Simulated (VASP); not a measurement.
InO, 4 atoms in the cell. The cell holds a slab with vacuum, 4 atoms: a = 3.592 Å, b = 3.592 Å, c = 16.512 Å, α = 90.00°, β = 90.00°, γ = 120.00°.  This cell differs from its parent crystal: strain +0.040 along x and y, +0.040 along z.

* Program: VASP 6.6.1
* Task: single point
* Functional: r2SCAN
* Potentials or basis: VASP PAW PBE potentials, release 64 (In_d, O)
* Cutoff: 520 eV
* k mesh: 12 × 12 × 2
* Occupations: gaussian, width 0.05 eV
* Spin: no spin polarisation
* Dipole correction: no
* Further INCAR settings: ALGO = Normal; EDIFF = 1e-06; NBANDS = 27

Potentials or basis: VASP PAW PBE potentials, release 64 (In_d, O).

Run with:

```sh
$ cat potpaw_PBE.64/In_d/POTCAR potpaw_PBE.64/O/POTCAR > POTCAR
$ cp INCAR.step1 INCAR
$ mpirun -np 1 vasp_std > vasp.out
$ cp INCAR.step2 INCAR
$ mpirun -np 1 vasp_std > vasp.out
```

Hardware: 1 thread of Intel(R) Xeon(R) 6975P-C (Granite Rapids), with other jobs on the host.

Task: Estimate the wall time of this run.

Result: It took 12 min on 1 thread of Intel(R) Xeon(R) 6975P-C (Granite Rapids), with other jobs on the host, peak memory 0.43 GiB. Counts: k points 38.
